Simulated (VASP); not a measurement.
# S (Im-3m) in VASP: a series of runs

Runs on S. Level: LDA. Tasks: single point.

All numbers are computed with VASP 6.6.1; they aren't measurements. Logs are shortened: lines on timing, memory, paths and dates and some standing lists are left out, and cuts for length are marked.

## 1. The cell of the first run

It takes space group Im-3m (No. 229, cubic). The conventional cell has a = 2.976 Å, b = 2.976 Å, c = 2.976 Å, α = 90.00°, β = 90.00°, γ = 90.00°. S (site symmetry m-3m) has 14 S at 2.58 to 2.98 Å within 3.4 Å.

## 2. Single point, LDA (volume scaled by 0.9)

INCAR reads:

```
SYSTEM = S
ALGO = Normal ; EDIFF = 1E-6
ENCUT = 520 ; GGA = CA
ISIF = 2 ; ISMEAR = -1
LASPH = .True. ; LCHARG = .True.
LELF = .True. ; LREAL = .False.
LVHAR = .True. ; LWAVE = .False.
NBANDS = 9 ; NELM = 80
PREC = Accurate ; SIGMA = 0.08
```

KPOINTS reads:

```
k-points
0
Gamma
  16 16 16
  0 0 0
```

POSCAR reads:

```
S
1.0
   -1.4878049490      1.4878049490      1.4878049490
    1.4878049490     -1.4878049490      1.4878049490
    1.4878049490      1.4878049490     -1.4878049490
S
1
Direct
    0.0000000000      0.0000000000      0.0000000000
```

Potentials or basis: VASP PAW LDA potentials, release 64 (S).

The run is started by

```bash
$ cat potpaw_LDA.64/S/POTCAR > POTCAR
$ mpirun -np 1 vasp_std > vasp.out
```

OUTCAR:

```text
SYSTEM = S
   EDIFF = 1E-6
   ENCUT = 520
   GGA = CA
   ISIF = 2
   ISMEAR = -1
   LASPH = .True.
   LREAL = .False.
   NELM = 80
   PREC = Accurate

 ion  position               nearest neighbor table
   1  0.000  0.000  0.000-

  LATTYP: Found a body centered cubic cell.
 ALAT       =     2.9756098980

  Lattice vectors:

 A1 = (  -1.4878049490,   1.4878049490,   1.4878049490)
 A2 = (   1.4878049490,  -1.4878049490,   1.4878049490)
 A3 = (   1.4878049490,   1.4878049490,  -1.4878049490)

Analysis of symmetry for initial positions (statically):
=====================================================================
 Subroutine PRICEL returns:
 Original cell was already a primitive cell.

 Routine SETGRP: Setting up the symmetry group for a
 body centered cubic supercell.

 Subroutine GETGRP returns: Found 48 space group operations
 (whereof 48 operations were pure point group operations)
 out of a pool of 48 trial point group operations.

The static configuration has the point symmetry O_h .

Analysis of symmetry for dynamics (positions and initial velocities):
=====================================================================
 Subroutine PRICEL returns:
 Original cell was already a primitive cell.

 Routine SETGRP: Setting up the symmetry group for a
 body centered cubic supercell.

 Subroutine GETGRP returns: Found 48 space group operations
 (whereof 48 operations were pure point group operations)
 out of a pool of 48 trial point group operations.

The dynamic configuration has the point symmetry O_h .

 Subroutine INISYM returns: Found 48 space group operations
 (whereof 48 operations are pure point group operations),
 and found     1 'primitive' translations

----------------------------------------------------------------------------------------

                                     Primitive cell

  volume of cell :      13.1734

  direct lattice vectors                    reciprocal lattice vectors
    -1.487804949  1.487804949  1.487804949     0.000000000  0.336065558  0.336065558
     1.487804949 -1.487804949  1.487804949     0.336065558  0.000000000  0.336065558
     1.487804949  1.487804949 -1.487804949     0.336065558  0.336065558  0.000000000

  length of vectors
     2.576953763  2.576953763  2.576953763     0.475268470  0.475268470  0.475268470

  position of ions in fractional coordinates (direct lattice)
     0.000000000  0.000000000  0.000000000

  ion indices of the primitive-cell ions
   primitive index   ion index
                 1           1

----------------------------------------------------------------------------------------

 KPOINTS: k-points

Automatic generation of k-mesh.
 Grid dimensions read from file:
 generate k-points for:   16   16   16

 Generating k-lattice:

  Cartesian coordinates                     Fractional coordinates (reciprocal lattice)
     0.000000000  0.021004097  0.021004097     0.062500000  0.000000000  0.000000000
     0.021004097  0.000000000  0.021004097     0.000000000  0.062500000  0.000000000
     0.021004097  0.021004097  0.000000000     0.000000000  0.000000000  0.062500000

  Length of vectors
     0.029704279  0.029704279  0.029704279

  Shift w.r.t. Gamma in fractional coordinates (k-lattice)
     0.000000000  0.000000000  0.000000000

 Subroutine IBZKPT returns following result:
 ===========================================

 Found    145 irreducible k-points:

 Following reciprocal coordinates:
            Coordinates               Weight
  0.000000  0.000000  0.000000      1.000000
  0.062500  0.000000  0.000000     12.000000
  0.125000  0.000000  0.000000     12.000000
  0.187500  0.000000  0.000000     12.000000
  0.250000  0.000000  0.000000     12.000000
  0.312500  0.000000  0.000000     12.000000
[... 16 lines left out ...]
  0.187500  0.187500  0.000000     24.000000
  0.250000  0.187500  0.000000     48.000000
 [... further k-points ...]
   k-points           NKPTS =    145   k-points in BZ     NKDIM =    145   number of bands    NBANDS=      9
   number of dos      NEDOS =    301   number of ions     NIONS =      1
   total plane-waves  NPLWV =   8000
   dimension x,y,z NGX =    20 NGY =   20 NGZ =   20
   dimension x,y,z NGXF=    40 NGYF=   40 NGZF=   40
   ions per type =               1
   NGX,Y,Z   is equivalent  to a cutoff of  12.90, 12.90, 12.90 a.u.
   NGXF,Y,Z  is equivalent  to a cutoff of  25.81, 25.81, 25.81 a.u.
 SYSTEM =  S
   PREC   = accura    normal or accurate (medium, high low for compatibility)
   ISTART =      0    job   : 0-new  1-cont  2-samecut
   ICHARG =      2    charge: 1-file 2-atom 10-const
   ISPIN  =      1    spin polarized calculation?
   LNONCOLLINEAR =      F non collinear calculations
   LSORBIT =      F    spin-orbit coupling
   LASPH  =      T    aspherical Exc in radial PAW
   ENCUT  =  520.0 eV  38.22 Ry    6.18 a.u.   4.79  4.79  4.79*2*pi/ulx,y,z
   NELM   =     80;   NELMIN=  2; NELMDL= -5     # of ELM steps
   EDIFF  = 0.1E-05   stopping-criterion for ELM
   LREAL  =      F    real-space projection
   EDIFFG = 0.1E-04   stopping-criterion for IOM
   NSW    =      0    number of steps for IOM
   IBRION =     -1    ionic relax: 0-MD 1-quasi-New 2-CG
   NFREE  =      0    steps in history (QN), initial steepest desc. (CG)
   ISIF   =      2    stress and relaxation
   ISYM   =      2    0-nonsym 1-usesym 2-fastsym
   POTIM  = 0.5000    time-step for ionic-motion
   TEBEG  =    0.0;   TEEND  =   0.0 temperature during run
   PSTRESS=    0.0 pullay stress
   NELECT =       6.0000    total number of electrons
   NUPDOWN=      -1.0000    fix difference up-down
   EMIN   =  10.00;   EMAX   =-10.00  energy-range for DOS
   EFERMI =   0.00;   METHOD = LEGACY
   ISMEAR =    -1;   SIGMA  =   0.08  broadening in eV -4-tet -1-fermi 0-gaus
   EFERMI_NEDOS =   21; number of points for ismear=-14 and -15
   IALGO  =     38    algorithm
   IMIX   =      4    mixing-type and parameters
     AMIX     =   0.40;   BMIX     =  1.00
     AMIX_MAG =   1.60;   BMIX_MAG =  1.00
  volume/ion in A,a.u.               =      13.17        88.90
  Fermi-wavevector in a.u.,A,eV,Ry     =   1.259580  2.380262 21.586227  1.586543
  Thomas-Fermi vector in A             =   2.393133
   LORBIT       =      0    0 simple, 1 ext, 2 COOP (PROOUT), +10 PAW based schemes
   GGA     = CA    functional components
   LHFCALC =     F    Hartree Fock is set to
   AEXX    =    0.0000 exact exchange contribution
   IVDW    =     0    specifies the selected vdW correction
   LEPSILON=     F    determine dielectric tensor
   LRPA    =     F    only Hartree local field effects (RPA)
 non-spin polarized calculation
  energy-cutoff  :      520.00
  volume of cell :       13.17
 maximum number of plane-waves:       370
   NGX =  9   NGY =  9   NGZ =  9

 number of electron       5.9999999 magnetization

 Free energy of the ion-electron system (eV)
  ---------------------------------------------------
  ext. energy  EPLUGINS =         0.00000000
  ---------------------------------------------------
  free energy    TOTEN  =        -3.80418592 eV

  energy without entropy =       -3.79199905  energy(sigma->0) =       -3.79809249

 E-fermi :  10.4984     XC(G=0): -12.1944

 val. band max:       10.4155825691   @ k =  -0.1875   0.1875   0.0625
 cond. band min:      10.5053724437   @ k =   0.2500   0.0625   0.0625
 fundamental gap:      0.0897898746
 Fermi energy:        10.4984291095

 k-point     1 :       0.0000    0.0000    0.0000
  band No.  band energies     occupation
      1      -8.4380      2.00000
      2      14.5665      0.00000
      3      14.5665      0.00000
      4      14.5665      0.00000
      5      22.8222      0.00000
      6      22.8222      0.00000
      7      22.8222      0.00000
      8      26.9756      0.00000
      9      26.9756      0.00000

 k-point     2 :       0.0625    0.0000    0.0000
  band No.  band energies     occupation
      1      -8.3207      2.00000
      2      13.9636      0.00000
      3      14.2904      0.00000
      4      14.5199      0.00000
      5      22.5013      0.00000
      6      22.8146      0.00000
      7      23.3156      0.00000
      8      26.2950      0.00000
      9      26.8647      0.00000

 k-point     3 :       0.1250    0.0000    0.0000
  band No.  band energies     occupation
      1      -7.9701      2.00000
      2      12.4198      0.00000
      3      13.6229      0.00000
      4      14.3856      0.00000
      5      21.7269      0.00000
      6      22.3314      0.00000
      7      24.6320      0.00000
      8      25.7375      0.00000
      9      26.6919      0.00000

 k-point     4 :       0.1875    0.0000    0.0000
  band No.  band energies     occupation
      1      -7.3904      2.00000
      2      10.3785      1.63502
      3      12.8273      0.00000
      4      14.1817      0.00000
      5      20.8057      0.00000
      6      21.2631      0.00000
      7      26.0421      0.00000
      8      26.4974      0.00000
      9      26.6908      0.00000
[... 205 lines left out ...]
 k-point    22 :       0.4375    0.1250    0.0000
  band No.  band energies     occupation
      1      -2.3531      2.00000
      2       1.6167      2.00000
      3       8.8290      2.00000
      4      12.2291      0.00000
      5      18.8326      0.00000
      6      20.8582      0.00000
      7      28.4741      0.00000
      8      28.5955      0.00000
      9      34.9793      0.00000

 k-point    23 :       0.1875    0.1875    0.0000
  band No.  band energies     occupation
      1      -5.3646      2.00000
      2       6.7210      2.00000
      3       9.2625      2.00000
      4      12.6635      0.00000
      5      20.1080      0.00000
      6      21.8396      0.00000
      7      26.1214      0.00000
      8      27.4036      0.00000
      9      30.7598      0.00000

 k-point    24 :       0.2500    0.1875    0.0000
  band No.  band energies     occupation
      1      -4.3035      2.00000
      2       5.1423      2.00000
      3       8.1217      2.00000
      4      12.2900      0.00000
      5      19.8999      0.00000
      6      22.0552      0.00000
      7      26.5217      0.00000
      8      28.3160      0.00000
      9      31.7872      0.00000

 [... further k-points ...]

------------------------ aborting loop because EDIFF is reached ----------------------------------------

  FORCE on cell =-STRESS in cart. coord.  units (eV):
  Direction    XX          YY          ZZ          XY          YZ          ZX
  --------------------------------------------------------------------------------------
  -------------------------------------------------------------------------------------
  Total        1.1077424      1.1077424      1.1077424     -0.0000000      0.0000000     -0.0000000
  in kB      134.7259819    134.7259819    134.7259819     -0.0000000      0.0000000     -0.0000000
  external PRESSURE =     134.7259819 kB  Pullay stress =       0.0000000 kB

 VOLUME and BASIS-vectors are now :
 -----------------------------------------------------------------------------
  energy-cutoff  :      520.00
  volume of cell :       13.17
      direct lattice vectors                 reciprocal lattice vectors
    -1.487804949  1.487804949  1.487804949     0.000000000  0.336065558  0.336065558
     1.487804949 -1.487804949  1.487804949     0.336065558  0.000000000  0.336065558
     1.487804949  1.487804949 -1.487804949     0.336065558  0.336065558  0.000000000

 POSITION                                       TOTAL-FORCE (eV/Angst)
 -----------------------------------------------------------------------------------
      0.00000      0.00000      0.00000        -0.000000      0.000000     -0.000000
 -----------------------------------------------------------------------------------
    total drift:                                0.000000      0.000000     -0.000000

  FREE ENERGIE OF THE ION-ELECTRON SYSTEM (eV)
  ---------------------------------------------------
  free  energy   TOTEN  =        -3.8041859247 eV

  energy  without entropy=       -3.7919990473  energy(sigma->0) =       -3.79809249
```

It took 9.7 s on 1 thread of Intel Xeon Platinum 8488C (Sapphire Rapids), shared host; peak memory 0.12 GiB.

What came out:

- Free energy: -3.8042 eV
- Pressure: 13.5 GPa
- Band gap on the k mesh: zero (band 3 reaches 14.57 eV, above the bottom of band 4 at 4.97 eV)

(Part 1 of 2 ends here.)
